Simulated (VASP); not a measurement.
# PbF2 (Fm-3m) in VASP: settings compared

The runs below take PbF2 through relaxation of cell and atoms, with r2SCAN, r2SCAN+D3(BJ).

Program: VASP 6.6.1. These are calculated values, not measurements. Logs are shortened: lines on timing, memory, paths and dates and some standing lists are left out, and cuts for length are marked.

## (1) The cell of the first run

Symmetry: Fm-3m, No. 225, cubic system. The conventional cell has a = 5.927 Å, b = 5.927 Å, c = 5.927 Å, α = 90.00°, β = 90.00°, γ = 90.00°. Pb (site symmetry m-3m) has 8 F at 2.57 Å within 3.4 Å. Within 3.4 Å of F (site symmetry -43m) lie 4 Pb at 2.57 Å and 6 F at 2.96 Å.

## (2) Relaxation of cell and atoms, r2SCAN

POSCAR reads:

```
PbF2
1.0
    0.0000000000      2.9636600000      2.9636600000
    2.9636600000      0.0000000000      2.9636600000
    2.9636600000      2.9636600000      0.0000000000
Pb F
1 2
Direct
    0.0000000000      0.0000000000      0.0000000000
    0.7500000000      0.7500000000      0.7500000000
    0.2500000000      0.2500000000      0.2500000000
```

INCAR.step1 reads:

```
ALGO = Normal ; EDIFF = 1E-5
EDIFFG = -0.005 ; ENCUT = 660
GGA = PE ; GGA_COMPAT = F
IBRION = 2 ; ISIF = 3
ISMEAR = -1 ; LASPH = T
LCHARG = F ; LREAL = F
LWAVE = T ; NELM = 120
NELMIN = 4 ; NSW = 100
PREC = Accurate ; SIGMA = 0.05
```

INCAR.step2 reads:

```
ALGO = Normal ; EDIFF = 1E-7
EDIFFG = -0.01 ; ENCUT = 660
GGA_COMPAT = F ; IBRION = 2
ISIF = 3 ; ISMEAR = -1
ISTART = 1 ; LASPH = T
LCHARG = F ; LMIXTAU = T
LREAL = F ; LWAVE = F
METAGGA = R2SCAN ; NELM = 120
NELMIN = 4 ; NSW = 60
PREC = Accurate ; SIGMA = 0.05
```

KPOINTS reads:

```
k-points
0
Gamma
  8 8 8
```

Potentials or basis: VASP PAW PBE potentials, release 64 (Pb_d, F).

Command:

```
$ cat potpaw_PBE.64/Pb_d/POTCAR potpaw_PBE.64/F/POTCAR > POTCAR
$ cp INCAR.step1 INCAR
$ mpirun -np 1 vasp_std > vasp.out
$ cp INCAR.step2 INCAR
$ mpirun -np 1 vasp_std > vasp.out
```

OUTCAR:

```text
EDIFF = 1E-7
   EDIFFG = -0.01
   ENCUT = 660
   IBRION = 2
   ISIF = 3
   ISMEAR = -1
   ISTART = 1
   LASPH = T
   LREAL = F
   METAGGA = R2SCAN
   NELM = 120
   NELMIN = 4
   NSW = 60
   PREC = Accurate

 ion  position               nearest neighbor table
   1  0.000  0.000  0.000-   2 2.57   2 2.57   2 2.57   3 2.57   3 2.57   3 2.57   3 2.57   2 2.57

   2  0.750  0.750  0.750-   1 2.57   1 2.57   1 2.57   1 2.57
   3  0.250  0.250  0.250-   1 2.57   1 2.57   1 2.57   1 2.57

  LATTYP: Found a face centered cubic cell.
 ALAT       =     5.9273200000

  Lattice vectors:

 A1 = (   0.0000000000,   2.9636600000,   2.9636600000)
 A2 = (   2.9636600000,   0.0000000000,   2.9636600000)
 A3 = (   2.9636600000,   2.9636600000,   0.0000000000)

Analysis of symmetry for initial positions (statically):
=====================================================================
 Subroutine PRICEL returns:
 Original cell was already a primitive cell.

 Routine SETGRP: Setting up the symmetry group for a
 face centered cubic supercell.

 Subroutine GETGRP returns: Found 48 space group operations
 (whereof 48 operations were pure point group operations)
 out of a pool of 48 trial point group operations.

The static configuration has the point symmetry O_h .

Analysis of symmetry for dynamics (positions and initial velocities):
=====================================================================
 Subroutine PRICEL returns:
 Original cell was already a primitive cell.

 Routine SETGRP: Setting up the symmetry group for a
 face centered cubic supercell.

 Subroutine GETGRP returns: Found 48 space group operations
 (whereof 48 operations were pure point group operations)
 out of a pool of 48 trial point group operations.

The dynamic configuration has the point symmetry O_h .

 Subroutine INISYM returns: Found 48 space group operations
 (whereof 48 operations are pure point group operations),
 and found     1 'primitive' translations

----------------------------------------------------------------------------------------

                                     Primitive cell

  volume of cell :      52.0613

  direct lattice vectors                    reciprocal lattice vectors
     0.000000000  2.963660000  2.963660000    -0.168710311  0.168710311  0.168710311
     2.963660000  0.000000000  2.963660000     0.168710311 -0.168710311  0.168710311
     2.963660000  2.963660000  0.000000000     0.168710311  0.168710311 -0.168710311

  length of vectors
     4.191248166  4.191248166  4.191248166     0.292214830  0.292214830  0.292214830

  position of ions in fractional coordinates (direct lattice)
     0.000000000  0.000000000  0.000000000
     0.750000000  0.750000000  0.750000000
     0.250000000  0.250000000  0.250000000

  ion indices of the primitive-cell ions
   primitive index   ion index
                 1           1
                 2           2
                 3           3

----------------------------------------------------------------------------------------

 KPOINTS: k-points

Automatic generation of k-mesh.
 Grid dimensions read from file:
 generate k-points for:    8    8    8

 Generating k-lattice:

  Cartesian coordinates                     Fractional coordinates (reciprocal lattice)
    -0.021088789  0.021088789  0.021088789     0.125000000  0.000000000  0.000000000
     0.021088789 -0.021088789  0.021088789     0.000000000  0.125000000  0.000000000
     0.021088789  0.021088789 -0.021088789     0.000000000  0.000000000  0.125000000

  Length of vectors
     0.036526854  0.036526854  0.036526854

  Shift w.r.t. Gamma in fractional coordinates (k-lattice)
     0.000000000  0.000000000  0.000000000

 Subroutine IBZKPT returns following result:
 ===========================================

 Found     29 irreducible k-points:

 Following reciprocal coordinates:
            Coordinates               Weight
  0.000000  0.000000  0.000000      1.000000
  0.125000  0.000000  0.000000      8.000000
  0.250000  0.000000  0.000000      8.000000
  0.375000  0.000000  0.000000      8.000000
  0.500000  0.000000  0.000000      4.000000
  0.125000  0.125000  0.000000      6.000000
[... 16 lines left out ...]
  0.500000  0.250000  0.125000     48.000000
 -0.375000  0.250000  0.125000     24.000000
 [... further k-points ...]
   k-points           NKPTS =     29   k-points in BZ     NKDIM =     29   number of bands    NBANDS=     18
   number of dos      NEDOS =    301   number of ions     NIONS =      3
   total plane-waves  NPLWV =  46656
   dimension x,y,z NGX =    36 NGY =   36 NGZ =   36
   dimension x,y,z NGXF=    72 NGYF=   72 NGZF=   72
   ions per type =               1   2
   NGX,Y,Z   is equivalent  to a cutoff of  14.28, 14.28, 14.28 a.u.
   NGXF,Y,Z  is equivalent  to a cutoff of  28.56, 28.56, 28.56 a.u.
 SYSTEM =  unknown system
   PREC   = accura    normal or accurate (medium, high low for compatibility)
   ISTART =      1    job   : 0-new  1-cont  2-samecut
   ICHARG =      0    charge: 1-file 2-atom 10-const
   ISPIN  =      1    spin polarized calculation?
   LNONCOLLINEAR =      F non collinear calculations
   LSORBIT =      F    spin-orbit coupling
   LASPH  =      T    aspherical Exc in radial PAW
   ENCUT  =  660.0 eV  48.51 Ry    6.96 a.u.   8.78  8.78  8.78*2*pi/ulx,y,z
   NELM   =    120;   NELMIN=  4; NELMDL=  0     # of ELM steps
   EDIFF  = 0.1E-06   stopping-criterion for ELM
   LREAL  =      F    real-space projection
   EDIFFG = -.1E-01   stopping-criterion for IOM
   NSW    =     60    number of steps for IOM
   IBRION =      2    ionic relax: 0-MD 1-quasi-New 2-CG
   NFREE  =      1    steps in history (QN), initial steepest desc. (CG)
   ISIF   =      3    stress and relaxation
   ISYM   =      2    0-nonsym 1-usesym 2-fastsym
   POTIM  = 0.5000    time-step for ionic-motion
   TEBEG  =    0.0;   TEEND  =   0.0 temperature during run
   PSTRESS=    0.0 pullay stress
   NELECT =      28.0000    total number of electrons
   NUPDOWN=      -1.0000    fix difference up-down
   EMIN   =  10.00;   EMAX   =-10.00  energy-range for DOS
   EFERMI =   0.00;   METHOD = LEGACY
   ISMEAR =    -1;   SIGMA  =   0.05  broadening in eV -4-tet -1-fermi 0-gaus
   EFERMI_NEDOS =   21; number of points for ismear=-14 and -15
   IALGO  =     38    algorithm
   IMIX   =      4    mixing-type and parameters
     AMIX     =   0.40;   BMIX     =  1.00
     AMIX_MAG =   1.60;   BMIX_MAG =  1.00
  volume/ion in A,a.u.               =      17.35       117.11
  Fermi-wavevector in a.u.,A,eV,Ry     =   1.331340  2.515869 24.115883  1.772467
  Thomas-Fermi vector in A             =   2.460359
   LORBIT       =      0    0 simple, 1 ext, 2 COOP (PROOUT), +10 PAW based schemes
   METAGGA = R2SCAN    functional components
   LHFCALC =     F    Hartree Fock is set to
   AEXX    =    0.0000 exact exchange contribution
   IVDW    =     0    specifies the selected vdW correction
   LEPSILON=     F    determine dielectric tensor
   LRPA    =     F    only Hartree local field effects (RPA)
 conjugate gradient relaxation of ions
 non-spin polarized calculation
  energy-cutoff  :      660.00
  volume of cell :       52.06
 maximum number of plane-waves:      2044
   NGX = 17   NGY = 17   NGZ = 17

--------------------------------------- Ionic step        1  -------------------------------------------

 number of electron      28.0000008 magnetization

 Free energy of the ion-electron system (eV)
  ---------------------------------------------------
  ext. energy  EPLUGINS =         0.00000000
  ---------------------------------------------------
  free energy    TOTEN  =       -70.16931314 eV

  energy without entropy =      -70.16931314  energy(sigma->0) =      -70.16931314

------------------------ aborting loop because EDIFF is reached ----------------------------------------

  FORCE on cell =-STRESS in cart. coord.  units (eV):
  Direction    XX          YY          ZZ          XY          YZ          ZX
  --------------------------------------------------------------------------------------
  -------------------------------------------------------------------------------------
  Total       -0.1320951     -0.1320951     -0.1320951      0.0000000      0.0000000      0.0000000
  in kB       -4.0652028     -4.0652028     -4.0652028      0.0000000      0.0000000      0.0000000
  external PRESSURE =      -4.0652028 kB  Pullay stress =       0.0000000 kB

 VOLUME and BASIS-vectors are now :
 -----------------------------------------------------------------------------
  energy-cutoff  :      660.00
  volume of cell :       52.06
      direct lattice vectors                 reciprocal lattice vectors
     0.000000000  2.963660000  2.963660000    -0.168710311  0.168710311  0.168710311
     2.963660000  0.000000000  2.963660000     0.168710311 -0.168710311  0.168710311
     2.963660000  2.963660000  0.000000000     0.168710311  0.168710311 -0.168710311
[... 38 lines left out ...]
 POSITION                                       TOTAL-FORCE (eV/Angst)
 -----------------------------------------------------------------------------------
      0.00000      2.95736      2.95736        -0.000000     -0.000000     -0.000000
      4.43605      4.43605      4.43605        -0.000000     -0.000000     -0.000000
      1.47868      1.47868      1.47868         0.000000      0.000000      0.000000
 -----------------------------------------------------------------------------------
    total drift:                               -0.000000     -0.000000      0.000000

  FREE ENERGIE OF THE ION-ELECTRON SYSTEM (eV)
  ---------------------------------------------------
  free  energy   TOTEN  =       -70.1696423413 eV

  energy  without entropy=      -70.1696423413  energy(sigma->0) =      -70.16964234

--------------------------------------- Ionic step        3  -------------------------------------------

 number of electron      28.0000009 magnetization

 Free energy of the ion-electron system (eV)
  ---------------------------------------------------
  ext. energy  EPLUGINS =         0.00000000
  ---------------------------------------------------
  free energy    TOTEN  =       -70.16965943 eV

  energy without entropy =      -70.16965943  energy(sigma->0) =      -70.16965943

 E-fermi :   2.7747     XC(G=0): -10.0374

 val. band max:        1.5721879855   @ k =  -0.2500   0.5000   0.2500
 cond. band min:       6.5054482475   @ k =   0.5000   0.5000   0.0000
 fundamental gap:      4.9332602620
 Fermi energy:         2.7746684486

 k-point     1 :       0.0000    0.0000    0.0000
  band No.  band energies     occupation
      1     -20.8583      2.00000
      2     -20.2616      2.00000
      3     -13.2998      2.00000
      4     -13.2998      2.00000
      5     -13.2998      2.00000
      6     -13.2475      2.00000
[... 10 lines left out ...]
     17       8.8801      0.00000
     18      12.2722      0.00000
[... 463 lines left out ...]
 k-point    24 :      -0.3750    0.2500    0.1250
  band No.  band energies     occupation
      1     -20.5590      2.00000
      2     -20.5266      2.00000
      3     -13.2690      2.00000
      4     -13.2602      2.00000
      5     -13.2205      2.00000
      6     -13.1901      2.00000
[... 10 lines left out ...]
     17       9.8728      0.00000
     18      12.7932      0.00000

 [... further k-points ...]

------------------------ aborting loop because EDIFF is reached ----------------------------------------

  FORCE on cell =-STRESS in cart. coord.  units (eV):
  Direction    XX          YY          ZZ          XY          YZ          ZX
  --------------------------------------------------------------------------------------
  -------------------------------------------------------------------------------------
  Total       -0.0012613     -0.0012613     -0.0012613      0.0000000      0.0000000     -0.0000000
  in kB       -0.0390209     -0.0390209     -0.0390209      0.0000000      0.0000000     -0.0000000
  external PRESSURE =      -0.0390209 kB  Pullay stress =       0.0000000 kB

 VOLUME and BASIS-vectors are now :
 -----------------------------------------------------------------------------
  energy-cutoff  :      660.00
  volume of cell :       51.79
      direct lattice vectors                 reciprocal lattice vectors
     0.000000000  2.958509167  2.958509167    -0.169004039  0.169004039  0.169004039
     2.958509167  0.000000000  2.958509167     0.169004039 -0.169004039  0.169004039
     2.958509167  2.958509167  0.000000000     0.169004039  0.169004039 -0.169004039

 POSITION                                       TOTAL-FORCE (eV/Angst)
 -----------------------------------------------------------------------------------
      0.00000      0.00000      0.00000        -0.000000      0.000000      0.000000
      4.43776      4.43776      4.43776         0.000000     -0.000000     -0.000000
      1.47925      1.47925      1.47925         0.000000     -0.000000      0.000000
 -----------------------------------------------------------------------------------
    total drift:                                0.000000      0.000000      0.000000

  FREE ENERGIE OF THE ION-ELECTRON SYSTEM (eV)
  ---------------------------------------------------
  free  energy   TOTEN  =       -70.1696594316 eV

  energy  without entropy=      -70.1696594316  energy(sigma->0) =      -70.16965943

 reached required accuracy - stopping structural energy minimisation
```

It took 5 min on 1 thread of AMD EPYC 9R45 (Zen 5), shared host; peak memory 0.21 GiB.

Results:

| Item | Value |
| --- | --- |
| Free energy | -70.1697 eV |
| Relaxed volume | 17.26 Å³/atom |
| Relaxed cell | a = 4.184 Å, b = 4.184 Å, c = 4.184 Å, α = 60.00°, β = 60.00°, γ = 60.00° |
| Space group after relaxing (to 0.1 Å) | Fm-3m (No. 225) |
| Energy gained by relaxing | 0.1 meV/atom |
| Ionic steps | 3 |
| Pressure after relaxing | 0.0 GPa |
| Band gap on the k mesh | 4.93 eV (least direct gap 5.08 eV) |

Step by step:
```
step  energy change (eV)  largest force (eV/Å)  pressure (GPa)  volume (Å³)
   1              0.0000                0.0000           -0.41        52.06
   2             -0.0003                0.0000            0.09        51.73
   3             -0.0003                0.0000            0.00        51.79
```

Final structure:
```
CELL_PARAMETERS angstrom
0.00000 2.95851 2.95851
2.95851 0.00000 2.95851
2.95851 2.95851 0.00000
ATOMIC_POSITIONS crystal
Pb 0.00000 0.00000 0.00000
F 0.75000 0.75000 0.75000
F 0.25000 0.25000 0.25000
```

Caveat: the PAW data sets were made with another functional, which shifts forces and pressure a little; spin-orbit coupling is left out, which moves the levels of the heavy elements.

## (3) Relaxation of cell and atoms, r2SCAN+D3(BJ)

POSCAR is that of step 2.

INCAR.step1 reads:

```
  ALGO = Normal
  EDIFF = 1E-5
  EDIFFG = -0.005
  ENCUT = 660
  GGA = PE
  GGA_COMPAT = False
  IBRION = 2
  ISIF = 3
  ISMEAR = -1
  LASPH = True
  LCHARG = False
  LREAL = False
  LWAVE = True
  NELM = 120
  NELMIN = 4
  NSW = 100
  PREC = Accurate
  SIGMA = 0.05
```

INCAR.step2 reads:

```
  ALGO = Normal
  EDIFF = 1E-7
  EDIFFG = -0.01
  ENCUT = 660
  GGA_COMPAT = False
  IBRION = 2
  ISIF = 3
  ISMEAR = -1
  ISTART = 1
  IVDW = 12
  LASPH = True
  LCHARG = False
  LMIXTAU = True
  LREAL = False
  LWAVE = False
  METAGGA = R2SCAN
  NELM = 120
  NELMIN = 4
  NSW = 60
  PREC = Accurate
  SIGMA = 0.05
  VDW_A1 = 0.49484001
  VDW_A2 = 5.73083694
  VDW_S6 = 1.0
  VDW_S8 = 0.78981345
```

KPOINTS is that of step 2.

Potentials or basis: VASP PAW PBE potentials, release 64 (Pb_d, F).

Command:

```
$ cat potpaw_PBE.64/Pb_d/POTCAR potpaw_PBE.64/F/POTCAR > POTCAR
$ cp INCAR.step1 INCAR
$ mpirun -np 1 vasp_std > vasp.out
$ cp INCAR.step2 INCAR
$ mpirun -np 1 vasp_std > vasp.out
```

Run time: 5.4 min. Hardware: 1 thread of AMD EPYC 9R45 (Zen 5), shared host; peak memory 0.22 GiB.

Results (log left out):

```yaml
Free_energy: -70.3886 eV
Relaxed_volume: 17.11 Å³/atom
Relaxed_cell: a = 4.172 Å, b = 4.172 Å, c = 4.172 Å, α = 60.00°, β = 60.00°, γ = 60.00°
Space_group_after_relaxing_to_0.1_Å: Fm-3m (No. 225)
Energy_gained_by_relaxing: 0.8 meV/atom
Ionic_steps: 3
Pressure_after_relaxing: 0.0 GPa
Band_gap_on_the_k_mesh: 4.93 eV (least direct gap 5.08 eV)
Dispersion_energy_per_atom: -0.073 eV
```

Step by step:
```tsv
step	energy change (eV)	largest force (eV/Å)	pressure (GPa)	volume (Å³)
1	0.0000	0.0000	-1.10	52.06
2	-0.0024	0.0000	0.26	51.17
3	-0.0025	0.0000	0.00	51.33
```

Final structure:
```yaml
crystal:
  lattice:
    - [0.00000, 2.94978, 2.94978]
    - [2.94978, 0.00000, 2.94978]
    - [2.94978, 2.94978, 0.00000]
  atoms:
    - { symbol: Pb, position: [0.00000, 0.00000, 0.00000] }
    - { symbol: F, position: [0.75000, 0.75000, 0.75000] }
    - { symbol: F, position: [0.25000, 0.25000, 0.25000] }
```

Levels at points of the mesh, in eV from the valence-band top:
```tsv
k point	band 12	band 13	band 14	band 15	band 16	band 17
(0.00, 0.00, 0.00)	-2.24	-2.24	-2.24	7.31	7.31	7.31
(0.50, 0.00, 0.00)	-2.42	-2.42	-0.07	5.37	8.28	8.28
(0.50, 0.50, 0.00)	-1.81	-1.81	-0.15	4.93	8.50	8.50
```

Caveat: the PAW data sets were made with another functional, which shifts forces and pressure a little; spin-orbit coupling is left out, which moves the levels of the heavy elements.
